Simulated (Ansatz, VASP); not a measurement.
**Two plane-wave programs on Ni**

```
Ni
1.0
     4.41270    0.00000    0.00000
     0.00000    4.41270    0.00000
     0.00000    0.00000    4.41270
Ni
8
Direct
  0.50000 0.50000 0.50000
  0.00000 0.00000 0.00000
  0.25000 0.00000 0.50000
  0.50000 0.25000 0.00000
  0.50000 0.75000 0.00000
  0.75000 0.00000 0.50000
  0.00000 0.50000 0.75000
  0.00000 0.50000 0.25000
```

Alike in both runs: task single point; functional PBEsol; k mesh 4 × 4 × 4; occupations gaussian, width 0.1 eV; collinear spin.

|  | VASP | Ansatz |
| --- | --- | --- |
| version | VASP 6.6.1 | Ansatz 0.2.0 |
| potentials or method | VASP PAW PBE potentials, release 64 (Ni), cutoff 520 eV | scalar-relativistic, plane waves, PAW |
| valence electrons in the cell | 80 | 144 |

|  | VASP | Ansatz | Ansatz less VASP |
| --- | --- | --- | --- |
| gap on the k mesh at the Fermi level (eV) | none | none | - |
| pressure (GPa) | -2.2 | -2.1 | +0.10 |
| net moment per atom (μB) | 0.58 | 0.59 | +0.011 |
| size of the moment on the site where the two differ most (μB) | 0.58 | 0.62 | +0.039 |

VASP's potentials were made for PBE, not for PBEsol. Site moments also hang on the region over which each program counts them. A gap of «none» marks a metal or a gap that the smearing closes. VASP's potentials hold 80 valence electrons a cell and Ansatz's 144, so a difference there can come from the potentials and not from the codes.
